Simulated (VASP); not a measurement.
# CdSe (F-43m) in VASP: a series of runs, part 2 of 2

VASP 6.6.1. The steps go on from the part before.

## (4) Electric field gradients, LDA (volume scaled by 1.01)

Input file INCAR:

```
PREC     = Accurate       # precision mode
ENCUT    = 520            # plane-wave cutoff, eV
EDIFF    = 1E-8           # SCF threshold, eV
ISMEAR   = -1             # smearing method
SIGMA    = 0.03           # smearing width, eV
LREAL    = False          # projectors in reciprocal space
LASPH    = True           # aspherical terms in the spheres
NELM     = 80             # most SCF steps
ALGO     = Normal         # electronic algorithm
ISIF     = 2              # what is computed and relaxed
LWAVE    = False          # write WAVECAR
LCHARG   = False          # write CHGCAR
LEFG     = True         
NBANDS   = 16             # bands
```

Input file KPOINTS:

```
regular mesh
0
Gamma
  8 8 8
```

Input file POSCAR:

```
CdSe
1.0
    0.0000000000      3.0804715101      3.0804715101
    3.0804715101      0.0000000000      3.0804715101
    3.0804715101      3.0804715101      0.0000000000
Cd Se
1 1
Direct
    0.0000000000      0.0000000000      0.0000000000
    0.2500000000      0.2500000000      0.2500000000
```

Potentials or basis: VASP PAW LDA potentials, release 64 (Cd, Se).

Started as:

```bash
> cat potpaw_LDA.64/Cd/POTCAR potpaw_LDA.64/Se/POTCAR > POTCAR
> mpirun -np 1 vasp_std > vasp.out
```

OUTCAR:

```text
PREC = Accurate
   ENCUT = 520
   EDIFF = 1E-8
   ISMEAR = -1
   LREAL = False
   LASPH = True
   NELM = 80
   ISIF = 2

 ion  position               nearest neighbor table
   1  0.000  0.000  0.000-   2 2.67   2 2.67   2 2.67   2 2.67
   2  0.250  0.250  0.250-   1 2.67   1 2.67   1 2.67   1 2.67

  LATTYP: Found a face centered cubic cell.
 ALAT       =     6.1609430202

  Lattice vectors:

 A1 = (   0.0000000000,   3.0804715101,   3.0804715101)
 A2 = (   3.0804715101,   0.0000000000,   3.0804715101)
 A3 = (   3.0804715101,   3.0804715101,   0.0000000000)

Analysis of symmetry for initial positions (statically):
[... 668 lines left out ...]

 Electric field gradients (V/A^2)
---------------------------------------------------------------------
 ion       V_xx      V_yy      V_zz      V_xy      V_xz      V_yz
---------------------------------------------------------------------
   1      -0.000     0.000    -0.000    -0.002    -0.002    -0.002
   2      -0.000    -0.000    -0.000    -0.000    -0.000    -0.000
---------------------------------------------------------------------

 Electric field gradients after diagonalization (V/A^2)
 (convention: |V_zz| > |V_xx| > |V_yy|)
----------------------------------------------------------------------
 ion       V_xx      V_yy      V_zz     asymmetry (V_yy - V_xx)/ V_zz
----------------------------------------------------------------------
   1       0.002     0.002    -0.004       0.000
   2       0.000     0.000    -0.001       0.000
----------------------------------------------------------------------

           NMR quadrupolar parameters

 Cq : quadrupolar parameter    Cq=e*Q*V_zz/h
 eta: asymmetry parameters     (V_yy - V_xx)/ V_zz
 Q  : nuclear electric quadrupole moment in mb (millibarn)
----------------------------------------------------------------------
 ion       Cq(MHz)       eta       Q (mb)
----------------------------------------------------------------------
   1      -0.000       0.000       1.000
   2      -0.000       0.000       1.000
----------------------------------------------------------------------
```

Run time: 21 s. Hardware: 1 thread of Intel Xeon Platinum 8488C (Sapphire Rapids), shared host; peak memory 0.17 GiB.

What came out:

```yaml
Free_energy: -6.7204 eV
Pressure: -3.3 GPa
Band_gap_on_the_k_mesh: 0.28 eV, direct
```

Caveat: without QUAD_EFG the Cq values of the log hold for a quadrupole moment of 1 mb, not for the nuclei.

## (5) Electric field gradients, LDA (volume scaled by 1.01)

Changes to INCAR since step 4:

```diff
@@ -7,3 +7,3 @@
 LASPH    = True           # aspherical terms in the spheres
-NELM     = 80             # most SCF steps
+NELM     = 100            # most SCF steps
 ALGO     = Normal         # electronic algorithm
@@ -12,2 +12,3 @@
 LCHARG   = False          # write CHGCAR
+GGA      = CA             # functional
 LEFG     = True
```

KPOINTS is that of step 4.

POSCAR is that of step 4.

Potentials or basis: VASP PAW LDA potentials, release 64 (Cd, Se).

Started as:

```bash
> cat potpaw_LDA.64/Cd/POTCAR potpaw_LDA.64/Se/POTCAR > POTCAR
> mpirun -np 1 vasp_std > vasp.out
```

OUTCAR:

```text
PREC = Accurate
   ENCUT = 520
   EDIFF = 1E-8
   ISMEAR = -1
   LREAL = False
   LASPH = True
   NELM = 100
   ISIF = 2
   GGA = CA

 ion  position               nearest neighbor table
   1  0.000  0.000  0.000-   2 2.67   2 2.67   2 2.67   2 2.67
   2  0.250  0.250  0.250-   1 2.67   1 2.67   1 2.67   1 2.67

  LATTYP: Found a face centered cubic cell.
 ALAT       =     6.1609430202

  Lattice vectors:

 A1 = (   0.0000000000,   3.0804715101,   3.0804715101)
 A2 = (   3.0804715101,   0.0000000000,   3.0804715101)
 A3 = (   3.0804715101,   3.0804715101,   0.0000000000)

Analysis of symmetry for initial positions (statically):
=====================================================================
 Subroutine PRICEL returns:
 Original cell was already a primitive cell.

 Routine SETGRP: Setting up the symmetry group for a
 face centered cubic supercell.

 Subroutine GETGRP returns: Found 24 space group operations
[... 642 lines left out ...]
  volume of cell :       58.46
      direct lattice vectors                 reciprocal lattice vectors
     0.000000000  3.080471510  3.080471510    -0.162312814  0.162312814  0.162312814
     3.080471510  0.000000000  3.080471510     0.162312814 -0.162312814  0.162312814
     3.080471510  3.080471510  0.000000000     0.162312814  0.162312814 -0.162312814

 POSITION                                       TOTAL-FORCE (eV/Angst)
 -----------------------------------------------------------------------------------
      0.00000      0.00000      0.00000         0.000000      0.000000      0.000000
      1.54024      1.54024      1.54024        -0.000000     -0.000000     -0.000000
 -----------------------------------------------------------------------------------
    total drift:                               -0.000000     -0.000000     -0.000000

  FREE ENERGIE OF THE ION-ELECTRON SYSTEM (eV)
  ---------------------------------------------------
  free  energy   TOTEN  =        -6.7203856708 eV

  energy  without entropy=       -6.7203635630  energy(sigma->0) =       -6.72037462

 Electric field gradients (V/A^2)
---------------------------------------------------------------------
 ion       V_xx      V_yy      V_zz      V_xy      V_xz      V_yz
---------------------------------------------------------------------
   1      -0.000     0.000    -0.000    -0.002    -0.002    -0.002
   2      -0.000    -0.000    -0.000    -0.000    -0.000    -0.000
---------------------------------------------------------------------

 Electric field gradients after diagonalization (V/A^2)
 (convention: |V_zz| > |V_xx| > |V_yy|)
----------------------------------------------------------------------
 ion       V_xx      V_yy      V_zz     asymmetry (V_yy - V_xx)/ V_zz
----------------------------------------------------------------------
   1       0.002     0.002    -0.004       0.000
   2       0.000     0.000    -0.001       0.000
----------------------------------------------------------------------

           NMR quadrupolar parameters

 Cq : quadrupolar parameter    Cq=e*Q*V_zz/h
 eta: asymmetry parameters     (V_yy - V_xx)/ V_zz
 Q  : nuclear electric quadrupole moment in mb (millibarn)
----------------------------------------------------------------------
 ion       Cq(MHz)       eta       Q (mb)
----------------------------------------------------------------------
   1      -0.000       0.000       1.000
   2      -0.000       0.000       1.000
----------------------------------------------------------------------
```

stdout:

```text
POSCAR found type information on POSCAR CdSe
 POSCAR found :  2 types and       2 ions
 scaLAPACK will be used
 LDA part: xc-table for (Slater(with rela. corr.)+CA(PZ))
 , standard interpolation
 POSCAR, INCAR and KPOINTS ok, starting setup
 FFT: planning ... GRIDC
 FFT: planning ... GRID_SOFT
 FFT: planning ... GRID
 WAVECAR not read
 entering main loop
ion   1

ion   2
```

It took 18 s on 1 thread of Intel Xeon Platinum 8488C (Sapphire Rapids), shared host; peak memory 0.17 GiB.

Results:

* Free energy: -6.7204 eV
* Pressure: -3.3 GPa
* Band gap on the k mesh: 0.28 eV, direct

Caveat: without QUAD_EFG the Cq values of the log hold for a quadrupole moment of 1 mb, not for the nuclei.

## (6) Electric field gradients, LDA (volume scaled by 1.04)

Input file INCAR:

```
SYSTEM = CdSe
ALGO     = Normal         ! electronic algorithm
EDIFF    = 1E-8           ! SCF threshold, eV
ENCUT    = 520            ! plane-wave cutoff, eV
ISIF     = 2              ! what is computed and relaxed
ISMEAR   = -1             ! smearing method
LASPH    = .TRUE.         ! aspherical terms in the spheres
LCHARG   = .FALSE.        ! write CHGCAR
LEFG     = .TRUE.       
LREAL    = .FALSE.        ! projectors in reciprocal space
LWAVE    = .FALSE.        ! write WAVECAR
NBANDS   = 16             ! bands
NELM     = 80             ! most SCF steps
PREC     = Accurate       ! precision mode
SIGMA    = 0.03           ! smearing width, eV
```

Input file KPOINTS:

```
k-points
0
G
  8 8 8
  0 0 0
```

Input file POSCAR:

```
CdSe
1.0
    0.0000000000      3.1106741371      3.1106741371
    3.1106741371      0.0000000000      3.1106741371
    3.1106741371      3.1106741371      0.0000000000
Cd Se
1 1
Direct
    0.0000000000      0.0000000000      0.0000000000
    0.2500000000      0.2500000000      0.2500000000
```

Potentials or basis: VASP PAW LDA potentials, release 64 (Cd, Se).

Started as:

```bash
> cat potpaw_LDA.64/Cd/POTCAR potpaw_LDA.64/Se/POTCAR > POTCAR
> mpirun -np 1 vasp_std > vasp.out
```

OUTCAR:

```text
SYSTEM = CdSe
   EDIFF = 1E-8
   ENCUT = 520
   ISIF = 2
   ISMEAR = -1
   LASPH = .TRUE.
   LREAL = .FALSE.
   NELM = 80
   PREC = Accurate

 ion  position               nearest neighbor table
   1  0.000  0.000  0.000-   2 2.69   2 2.69   2 2.69   2 2.69
   2  0.250  0.250  0.250-   1 2.69   1 2.69   1 2.69   1 2.69

  LATTYP: Found a face centered cubic cell.
 ALAT       =     6.2213482742

  Lattice vectors:

 A1 = (   0.0000000000,   3.1106741371,   3.1106741371)
 A2 = (   3.1106741371,   0.0000000000,   3.1106741371)
 A3 = (   3.1106741371,   3.1106741371,   0.0000000000)

Analysis of symmetry for initial positions (statically):
=====================================================================
 Subroutine PRICEL returns:
 Original cell was already a primitive cell.

 Routine SETGRP: Setting up the symmetry group for a
 face centered cubic supercell.

 Subroutine GETGRP returns: Found 24 space group operations
 (whereof 24 operations were pure point group operations)
 out of a pool of 48 trial point group operations.

The static configuration has the point symmetry T_d .

Analysis of symmetry for dynamics (positions and initial velocities):
=====================================================================
 Subroutine PRICEL returns:
 Original cell was already a primitive cell.

 Routine SETGRP: Setting up the symmetry group for a
 face centered cubic supercell.

 Subroutine GETGRP returns: Found 24 space group operations
 (whereof 24 operations were pure point group operations)
 out of a pool of 48 trial point group operations.

The dynamic configuration has the point symmetry T_d .

 Subroutine INISYM returns: Found 24 space group operations
 (whereof 24 operations are pure point group operations),
 and found     1 'primitive' translations

----------------------------------------------------------------------------------------

                                     Primitive cell

  volume of cell :      60.1996

  direct lattice vectors                    reciprocal lattice vectors
     0.000000000  3.110674137  3.110674137    -0.160736862  0.160736862  0.160736862
     3.110674137  0.000000000  3.110674137     0.160736862 -0.160736862  0.160736862
     3.110674137  3.110674137  0.000000000     0.160736862  0.160736862 -0.160736862

  length of vectors
     4.399157553  4.399157553  4.399157553     0.278404412  0.278404412  0.278404412

  position of ions in fractional coordinates (direct lattice)
     0.000000000  0.000000000  0.000000000
     0.250000000  0.250000000  0.250000000

  ion indices of the primitive-cell ions
   primitive index   ion index
                 1           1
                 2           2

----------------------------------------------------------------------------------------

 KPOINTS: k-points

Automatic generation of k-mesh.
 Grid dimensions read from file:
 generate k-points for:    8    8    8
[... 64 lines left out ...]
   EDIFF  = 0.1E-07   stopping-criterion for ELM
   LREAL  =      F    real-space projection
   EDIFFG = 0.1E-06   stopping-criterion for IOM
   NSW    =      0    number of steps for IOM
   IBRION =     -1    ionic relax: 0-MD 1-quasi-New 2-CG
   NFREE  =      0    steps in history (QN), initial steepest desc. (CG)
   ISIF   =      2    stress and relaxation
   ISYM   =      2    0-nonsym 1-usesym 2-fastsym
   POTIM  = 0.5000    time-step for ionic-motion
   TEBEG  =    0.0;   TEEND  =   0.0 temperature during run
   PSTRESS=    0.0 pullay stress
   NELECT =      18.0000    total number of electrons
   NUPDOWN=      -1.0000    fix difference up-down
   EMIN   =  10.00;   EMAX   =-10.00  energy-range for DOS
   EFERMI =   0.00;   METHOD = LEGACY
   ISMEAR =    -1;   SIGMA  =   0.03  broadening in eV -4-tet -1-fermi 0-gaus
   EFERMI_NEDOS =   21; number of points for ismear=-14 and -15
   IALGO  =     38    algorithm
   IMIX   =      4    mixing-type and parameters
     AMIX     =   0.40;   BMIX     =  1.00
     AMIX_MAG =   1.60;   BMIX_MAG =  1.00
  volume/ion in A,a.u.               =      30.10       203.12
  Fermi-wavevector in a.u.,A,eV,Ry     =   1.094715  2.068712 16.305241  1.198401
  Thomas-Fermi vector in A             =   2.231025
   LORBIT       =      0    0 simple, 1 ext, 2 COOP (PROOUT), +10 PAW based schemes
   GGA     = CA    functional components
   LHFCALC =     F    Hartree Fock is set to
   AEXX    =    0.0000 exact exchange contribution
   IVDW    =     0    specifies the selected vdW correction
   LEPSILON=     F    determine dielectric tensor
   LRPA    =     F    only Hartree local field effects (RPA)
 non-spin polarized calculation
  energy-cutoff  :      520.00
  volume of cell :       60.20
 maximum number of plane-waves:      1639
 NGX is ok and might be reduce to    36
   NGX = 17   NGY = 17   NGZ = 17

 number of electron      17.9999999 magnetization

 Free energy of the ion-electron system (eV)
  ---------------------------------------------------
  ext. energy  EPLUGINS =         0.00000000
  ---------------------------------------------------
  free energy    TOTEN  =        -6.67820229 eV

  energy without entropy =       -6.67815250  energy(sigma->0) =       -6.67817739

 E-fermi :   0.4137     XC(G=0):  -8.9949

 val. band max:        0.2820426696   @ k =   0.0000   0.0000   0.0000
 cond. band min:       0.5072624966   @ k =   0.0000   0.0000   0.0000
 fundamental gap:      0.2252198269
 Fermi energy:         0.4136680546

 k-point     1 :       0.0000    0.0000    0.0000
  band No.  band energies     occupation
      1     -12.0070      2.00000
      2      -7.4574      2.00000
      3      -7.4574      2.00000
      4      -7.4574      2.00000
      5      -7.1463      2.00000
      6      -7.1463      2.00000
[... 433 lines left out ...]
      3      -7.3281      2.00000
      4      -7.1623      2.00000
      5      -7.1326      2.00000
      6      -6.8301      2.00000
[... 8 lines left out ...]
     15      11.5939      0.00000
     16      12.5044      0.00000

 [... further k-points ...]
[... 5 lines left out ...]
  --------------------------------------------------------------------------------------
  -------------------------------------------------------------------------------------
  Total       -1.6684157     -1.6684157     -1.6684157      0.0000000      0.0000000      0.0000000
  in kB      -44.4039181    -44.4039181    -44.4039181      0.0000000      0.0000000      0.0000000
  external PRESSURE =     -44.4039181 kB  Pullay stress =       0.0000000 kB

 VOLUME and BASIS-vectors are now :
 -----------------------------------------------------------------------------
  energy-cutoff  :      520.00
  volume of cell :       60.20
      direct lattice vectors                 reciprocal lattice vectors
     0.000000000  3.110674137  3.110674137    -0.160736862  0.160736862  0.160736862
     3.110674137  0.000000000  3.110674137     0.160736862 -0.160736862  0.160736862
     3.110674137  3.110674137  0.000000000     0.160736862  0.160736862 -0.160736862

 POSITION                                       TOTAL-FORCE (eV/Angst)
 -----------------------------------------------------------------------------------
      0.00000      0.00000      0.00000         0.000000      0.000000      0.000000
      1.55534      1.55534      1.55534        -0.000000     -0.000000     -0.000000
 -----------------------------------------------------------------------------------
    total drift:                                0.000000      0.000000      0.000000

  FREE ENERGIE OF THE ION-ELECTRON SYSTEM (eV)
  ---------------------------------------------------
  free  energy   TOTEN  =        -6.6782022855 eV

  energy  without entropy=       -6.6781524970  energy(sigma->0) =       -6.67817739

 Electric field gradients (V/A^2)
---------------------------------------------------------------------
 ion       V_xx      V_yy      V_zz      V_xy      V_xz      V_yz
---------------------------------------------------------------------
   1      -0.000    -0.000    -0.000    -0.002    -0.002    -0.002
   2      -0.000     0.000     0.000    -0.000    -0.000    -0.000
---------------------------------------------------------------------

 Electric field gradients after diagonalization (V/A^2)
 (convention: |V_zz| > |V_xx| > |V_yy|)
----------------------------------------------------------------------
 ion       V_xx      V_yy      V_zz     asymmetry (V_yy - V_xx)/ V_zz
----------------------------------------------------------------------
   1       0.002     0.002    -0.003       0.000
   2       0.000     0.000    -0.001       0.000
----------------------------------------------------------------------

           NMR quadrupolar parameters

 Cq : quadrupolar parameter    Cq=e*Q*V_zz/h
 eta: asymmetry parameters     (V_yy - V_xx)/ V_zz
 Q  : nuclear electric quadrupole moment in mb (millibarn)
----------------------------------------------------------------------
 ion       Cq(MHz)       eta       Q (mb)
----------------------------------------------------------------------
   1      -0.000       0.000       1.000
   2      -0.000       0.000       1.000
----------------------------------------------------------------------
```

Run time: 33 s. Hardware: 1 thread of Intel Xeon Platinum 8488C (Sapphire Rapids), shared host; peak memory 0.18 GiB.

Results:

* Free energy: -6.6782 eV
* Pressure: -4.4 GPa
* Band gap on the k mesh: 0.23 eV, direct

Levels at points of the mesh, in eV from the valence-band top:
| k point | band 6 | band 7 | band 8 | band 9 | band 10 | band 11 | band 12 | band 13 |
| --- | --- | --- | --- | --- | --- | --- | --- | --- |
| (0.00, 0.00, 0.00) | -7.43 | 0.00 | 0.00 | 0.00 | 0.23 | 5.78 | 5.78 | 5.78 |
| (0.50, 0.00, 0.00) | -7.18 | -4.10 | -0.67 | -0.67 | 2.11 | 6.29 | 6.29 | 6.99 |
| (0.50, 0.50, 0.00) | -7.13 | -3.87 | -1.67 | -1.67 | 3.05 | 3.53 | 8.57 | 9.62 |

Caveat: without QUAD_EFG the Cq values of the log hold for a quadrupole moment of 1 mb, not for the nuclei.

## (7) Summary

```csv
cell,gap on the mesh (eV),pressure (GPa)
"a = 4.253 Å, angles 60.0°, 2 atoms",0.43,0.3
"a = 4.356 Å, angles 60.0°, 2 atoms",0.28,-3.3
"a = 4.399 Å, angles 60.0°, 2 atoms",0.23,-4.4
```

Alike in all rows: task electric field gradients; level LDA; potentials or basis VASP PAW LDA potentials, release 64 (Cd, Se); no spin polarisation; k mesh 8 × 8 × 8; cutoff (eV) 520; smearing fermi-dirac 0.03 eV.

Absolute energies hang on the potentials; compare differences alone.
